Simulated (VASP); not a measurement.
# Ge32H19N in VASP: settings compared

The runs below take Ge32H19N through single point, with PBEsol, RPBE, revPBE+D3(BJ).

Program: VASP 6.6.1. These are calculated values, not measurements. Logs are shortened: lines on timing, memory, paths and dates and some standing lists are left out, and cuts for length are marked.

**1. The cell of the first run**

The cell holds a slab with vacuum, 52 atoms: a = 11.316 Å, b = 11.316 Å, c = 20.913 Å, α = 90.00°, β = 90.00°, γ = 90.00°.

**2. Single point, PBEsol**

The input, INCAR:

```
  ALGO = Normal
  EDIFF = 1E-6
  ENCUT = 520
  GGA = PS
  ISIF = 2
  ISMEAR = 0
  LASPH = True
  LCHARG = False
  LREAL = Auto
  LWAVE = False
  NBANDS = 268
  NELM = 100
  PREC = Accurate
  SIGMA = 0.03
```

The input, KPOINTS:

```
k-points
0
Gamma
  1 1 1
```

The input, POSCAR:

```
Ge32H19N
1.0
    8.0016200000      8.0016200000      0.0000000000
   -8.0016200000      8.0016200000      0.0000000000
    0.0000000000      0.0000000000     20.9129000000
Ge H N
32 19 1
Direct
   -0.3140265300      0.3109589600      0.3422215800
   -0.1932265300     -0.3220955700      0.3427282900
    0.0439511100     -0.0542962900      0.3643328900
    0.3120354100      0.1838665000      0.3426609500
   -0.0338037500     -0.4697666600      0.3828234500
    0.2039114100     -0.2055432800      0.3496382000
    0.4666291900      0.0315199800      0.3828993800
    0.5291078100     -0.5398707600      0.3831886300
   -0.1229138700      0.3855728000      0.3029960600
   -0.1218800900     -0.1321514600      0.2995752700
    0.1196302400      0.1168401300      0.3030793100
    0.3845050800      0.3741041200      0.3019578400
    0.1139815600     -0.3830706200      0.3033882000
    0.3796227000     -0.1136263000      0.3028374700
    0.6144460500      0.1186966500      0.3036572400
    0.6136939100     -0.3898503900      0.3047312100
   -0.0016775600      0.2515248200      0.2349168200
    0.0033902100     -0.2545517500      0.2287860900
    0.2516011500     -0.0000707800      0.2296743200
    0.5021017800      0.2479590900      0.2284534600
    0.2500573100     -0.5017031000      0.2353577600
    0.4995950900     -0.2493661700      0.2354661700
    0.7491875800     -0.0005028300      0.2346429100
    0.7499259900     -0.4988360800      0.2289605200
   -0.1250000000      0.1250000000      0.1644630000
   -0.1250000000     -0.3750000000      0.1644630000
    0.1250000000     -0.1250000000      0.1644630000
    0.3750000000      0.1250000000      0.1644630000
    0.1250000000     -0.6250000000      0.1644630000
    0.3750000000     -0.3750000000      0.1644630000
    0.6250000000     -0.1250000000      0.1644630000
    0.6250000000     -0.6250000000      0.1644630000
   -0.0489780000      0.0489780000      0.1195430000
   -0.2010220000      0.2010220000      0.1195430000
   -0.0489780000     -0.4510220000      0.1195430000
   -0.2010220000     -0.2989780000      0.1195430000
    0.2010220000     -0.2010220000      0.1195430000
    0.0489780000     -0.0489780000      0.1195430000
    0.4510220000      0.0489780000      0.1195430000
    0.2989780000      0.2010220000      0.1195430000
    0.2010220000     -0.7010220000      0.1195430000
    0.0489780000     -0.5489780000      0.1195430000
    0.4510220000     -0.4510220000      0.1195430000
    0.2989780000     -0.2989780000      0.1195430000
    0.7010220000     -0.2010220000      0.1195430000
    0.5489780000     -0.0489780000      0.1195430000
    0.7010220000     -0.7010220000      0.1195430000
    0.5489780000     -0.5489780000      0.1195430000
    0.1005542900     -0.1036277200      0.4375916800
    0.2772766100     -0.1653117600      0.4640496900
    0.1792448300     -0.2744950500      0.4671431600
    0.2014609000     -0.1979839200      0.4440084700
```

Potentials or basis: VASP PAW PBE potentials, release 64 (Ge_d, H, N).

Started as:

```console
$ cat potpaw_PBE.64/Ge_d/POTCAR potpaw_PBE.64/H/POTCAR potpaw_PBE.64/N/POTCAR > POTCAR
$ mpirun -np 1 vasp_gam > vasp.out
```

OUTCAR:

```text
EDIFF = 1E-6
   ENCUT = 520
   GGA = PS
   ISIF = 2
   ISMEAR = 0
   LASPH = True
   LREAL = Auto
   NELM = 100
   PREC = Accurate

 ion  position               nearest neighbor table
   1  0.686  0.311  0.342-  15 2.46   9 2.46   8 2.60
   2  0.807  0.678  0.343-  16 2.45  10 2.47   5 2.60
   3  0.044  0.946  0.364-  49 1.75  11 2.47  10 2.48   6 2.51
   4  0.312  0.184  0.343-  11 2.45  12 2.46   7 2.60
   5  0.966  0.530  0.383-   9 2.55  13 2.55   2 2.60
   6  0.204  0.794  0.350-  52 1.98  14 2.45  13 2.45   3 2.51
   7  0.467  0.032  0.383-  14 2.54  15 2.55   4 2.60
   8  0.529  0.460  0.383-  16 2.55  12 2.55   1 2.60
   9  0.877  0.386  0.303-   1 2.46  24 2.49  17 2.49   5 2.55
  10  0.878  0.868  0.300-   2 2.47  18 2.47   3 2.48  23 2.49
  11  0.120  0.117  0.303-   4 2.45   3 2.47  17 2.50  19 2.52
  12  0.385  0.374  0.302-   4 2.46  20 2.48  21 2.50   8 2.55
  13  0.114  0.617  0.303-   6 2.45  18 2.47  21 2.49   5 2.55
  14  0.380  0.886  0.303-   6 2.45  19 2.47  22 2.49   7 2.54
[... 16 lines left out ...]
  31  0.625  0.875  0.164-  45 1.54  46 1.54  23 2.47  22 2.49
  32  0.625  0.375  0.164-  47 1.54  48 1.54  20 2.41  24 2.42
  33  0.951  0.049  0.120-  25 1.54
  34  0.799  0.201  0.120-  25 1.54
  35  0.951  0.549  0.120-  26 1.54
  36  0.799  0.701  0.120-  26 1.54
  37  0.201  0.799  0.120-  27 1.54
  38  0.049  0.951  0.120-  27 1.54
[... 11 lines left out ...]
  50  0.277  0.835  0.464-  52 1.02
  51  0.179  0.726  0.467-  52 1.02
  52  0.201  0.802  0.444-  51 1.02  50 1.02   6 1.98

  LATTYP: Found a simple tetragonal cell.
 ALAT       =    11.3159995250
 C/A-ratio  =     1.8480824388

  Lattice vectors:

 A1 = (   8.0016200000,   8.0016200000,   0.0000000000)
 A2 = (  -8.0016200000,   8.0016200000,   0.0000000000)
 A3 = (   0.0000000000,   0.0000000000,  20.9129000000)

Analysis of symmetry for initial positions (statically):
=====================================================================
 Subroutine PRICEL returns:
 Original cell was already a primitive cell.

 Routine SETGRP: Setting up the symmetry group for a
 simple tetragonal supercell.

 Subroutine GETGRP returns: Found  1 space group operations
 (whereof  1 operations were pure point group operations)
 out of a pool of 16 trial point group operations.

The static configuration has the point symmetry C_1 .

Analysis of symmetry for dynamics (positions and initial velocities):
=====================================================================
 Subroutine PRICEL returns:
 Original cell was already a primitive cell.

 Routine SETGRP: Setting up the symmetry group for a
 simple tetragonal supercell.

 Subroutine GETGRP returns: Found  1 space group operations
 (whereof  1 operations were pure point group operations)
 out of a pool of 16 trial point group operations.

The dynamic configuration has the point symmetry C_1 .

 Subroutine INISYM returns: Found  1 space group operations
 (whereof  1 operations are pure point group operations),
 and found     1 'primitive' translations

----------------------------------------------------------------------------------------

                                     Primitive cell

  volume of cell :    2677.9354

  direct lattice vectors                    reciprocal lattice vectors
     8.001620000  8.001620000  0.000000000     0.062487346  0.062487346  0.000000000
    -8.001620000  8.001620000  0.000000000    -0.062487346  0.062487346  0.000000000
     0.000000000  0.000000000 20.912900000     0.000000000  0.000000000  0.047817376

  length of vectors
    11.315999525 11.315999525 20.912900000     0.088370453  0.088370453  0.047817376

  position of ions in fractional coordinates (direct lattice)
     0.685973470  0.310958960  0.342221580
     0.806773470  0.677904430  0.342728290
     0.043951110  0.945703710  0.364332890
     0.312035410  0.183866500  0.342660950
     0.966196250  0.530233340  0.382823450
     0.203911410  0.794456720  0.349638200
[... 44 lines left out ...]
     0.179244830  0.725504950  0.467143160
[... 48 lines left out ...]
   TEBEG  =    0.0;   TEEND  =   0.0 temperature during run
   PSTRESS=    0.0 pullay stress
   NELECT =     472.0000    total number of electrons
   NUPDOWN=      -1.0000    fix difference up-down
   EMIN   =  10.00;   EMAX   =-10.00  energy-range for DOS
   EFERMI =   0.00;   METHOD = LEGACY
   ISMEAR =     0;   SIGMA  =   0.03  broadening in eV -4-tet -1-fermi 0-gaus
   EFERMI_NEDOS =   21; number of points for ismear=-14 and -15
   IALGO  =     38    algorithm
   IMIX   =      4    mixing-type and parameters
     AMIX     =   0.40;   BMIX     =  1.00
     AMIX_MAG =   1.60;   BMIX_MAG =  1.00
  volume/ion in A,a.u.               =      51.50       347.53
  Fermi-wavevector in a.u.,A,eV,Ry     =   0.917886  1.734553 11.463111  0.842515
  Thomas-Fermi vector in A             =   2.042906
   LORBIT       =      0    0 simple, 1 ext, 2 COOP (PROOUT), +10 PAW based schemes
   GGA     = PS    functional components
   LHFCALC =     F    Hartree Fock is set to
   AEXX    =    0.0000 exact exchange contribution
   IVDW    =     0    specifies the selected vdW correction
   LEPSILON=     F    determine dielectric tensor
   LRPA    =     F    only Hartree local field effects (RPA)
 non-spin polarized calculation
 Gauss-broadening in eV      SIGMA  =   0.03
  energy-cutoff  :      520.00
  volume of cell :     2677.94
 maximum number of plane-waves:     35941
   NGX = 43   NGY = 43   NGZ = 77

 number of electron     471.9999730 magnetization

 Free energy of the ion-electron system (eV)
  ---------------------------------------------------
  ext. energy  EPLUGINS =         0.00000000
  ---------------------------------------------------
  free energy    TOTEN  =      -215.44751094 eV

  energy without entropy =     -215.44751094  energy(sigma->0) =     -215.44751094

 E-fermi :  -2.0119     XC(G=0):  -3.7089

 val. band max:       -2.2244858726   @ k =   0.0000   0.0000   0.0000
 cond. band min:      -1.6579574251   @ k =   0.0000   0.0000   0.0000
 fundamental gap:      0.5665284475
 Fermi energy:        -2.0118813579

 k-point     1 :       0.0000    0.0000    0.0000
  band No.  band energies     occupation
      1     -26.6119      2.00000
      2     -26.5988      2.00000
      3     -26.5942      2.00000
      4     -26.5441      2.00000
      5     -26.5382      2.00000
      6     -26.5336      2.00000
[... 240 lines left out ...]
    247       0.3594      0.00000
    248       0.3914      0.00000
 [bands above 248 left out]

------------------------ aborting loop because EDIFF is reached ----------------------------------------

  FORCE on cell =-STRESS in cart. coord.  units (eV):
  Direction    XX          YY          ZZ          XY          YZ          ZX
  --------------------------------------------------------------------------------------
  -------------------------------------------------------------------------------------
  Total        7.8289345      0.5532048     -7.7328788      0.6332990      0.0455646     -0.1469875
  in kB        4.6839596      0.3309759     -4.6264906      0.3788953      0.0272608     -0.0879409
  external PRESSURE =       0.1294816 kB  Pullay stress =       0.0000000 kB

 VOLUME and BASIS-vectors are now :
 -----------------------------------------------------------------------------
  energy-cutoff  :      520.00
  volume of cell :     2677.94
      direct lattice vectors                 reciprocal lattice vectors
     8.001620000  8.001620000  0.000000000     0.062487346  0.062487346  0.000000000
    -8.001620000  8.001620000  0.000000000    -0.062487346  0.062487346  0.000000000
     0.000000000  0.000000000 20.912900000     0.000000000  0.000000000  0.047817376

 POSITION                                       TOTAL-FORCE (eV/Angst)
 -----------------------------------------------------------------------------------
      3.00072      7.97707      7.15685        -0.142500      0.000774     -0.161767
      1.03116     11.87983      7.16744         0.156926     -0.022579     -0.198831
     -7.21548      7.91884      7.61926         0.113431      0.029837     -0.088163
      1.02556      3.96802      7.16603         0.149334     -0.004621     -0.196439
      3.48841     11.97386      8.00595        -0.133789     -0.016171     -0.246874
     -4.72532      7.98856      7.31195        -0.121091     -0.004075      0.110314
[... 44 lines left out ...]
     -4.37097      7.23946      9.76932         0.008378     -0.130014      0.021074
     -4.80541      8.02944      9.28550        -0.161568      0.015608     -0.279929
 -----------------------------------------------------------------------------------
    total drift:                                0.006033      0.002769      0.009700

  FREE ENERGIE OF THE ION-ELECTRON SYSTEM (eV)
  ---------------------------------------------------
  free  energy   TOTEN  =      -215.4475109431 eV

  energy  without entropy=     -215.4475109431  energy(sigma->0) =     -215.44751094
```

It took 30 min on 1 thread of Oxide Virtual Turin-like, shared host; peak memory 1.9 GiB.

What came out:

| Item | Value |
| --- | --- |
| Free energy | -215.4475 eV |
| Largest force | 0.761 eV/Å |

Forces in eV/Å, atoms in the order of the input:
```
Ge  -0.142  0.001 -0.162
Ge   0.157 -0.023 -0.199
Ge   0.113  0.030 -0.088
Ge   0.149 -0.005 -0.196
Ge  -0.134 -0.016 -0.247
Ge  -0.121 -0.004  0.110
Ge  -0.132  0.016 -0.242
Ge   0.135  0.012 -0.252
Ge  -0.108 -0.008  0.006
Ge   0.110 -0.013 -0.023
Ge   0.120  0.013 -0.043
Ge   0.107 -0.015  0.002
Ge  -0.088  0.007 -0.019
Ge  -0.091 -0.006 -0.001
Ge  -0.115  0.018 -0.017
Ge   0.118  0.020 -0.008
Ge  -0.003 -0.001 -0.018
Ge  -0.020 -0.028  0.053
Ge  -0.005  0.040  0.066
Ge  -0.006 -0.014  0.079
Ge  -0.005 -0.005 -0.018
Ge  -0.008 -0.002 -0.015
Ge  -0.004 -0.010 -0.019
Ge  -0.005  0.014  0.088
Ge  -0.135 -0.033  0.675
Ge   0.042  0.101 -0.436
Ge  -0.042  0.053 -0.155
Ge   0.051  0.004 -0.402
Ge   0.140  0.030  0.606
Ge  -0.140 -0.050  0.746
Ge   0.143 -0.062  0.592
Ge  -0.109  0.052 -0.327
H    0.070  0.001  0.031
H    0.041 -0.017  0.031
H   -0.044 -0.104 -0.042
H    0.075 -0.028  0.002
H   -0.058  0.057  0.002
H    0.005 -0.021 -0.017
H   -0.044 -0.003 -0.039
H    0.073  0.057 -0.004
H   -0.051 -0.044  0.034
H   -0.031  0.005  0.036
H    0.066  0.007  0.018
H    0.049 -0.016  0.036
H   -0.051  0.010  0.034
H   -0.029 -0.040  0.035
H   -0.027  0.059  0.015
H    0.011 -0.019 -0.014
H    0.117 -0.021 -0.053
H    0.008  0.114  0.018
H    0.008 -0.130  0.021
N   -0.162  0.016 -0.280
```

Caveat: the k points lie up to 0.56 Å⁻¹ apart; the PAW data sets were made with another functional, which shifts forces and pressure a little.

(Continued in part 2 of 2.)
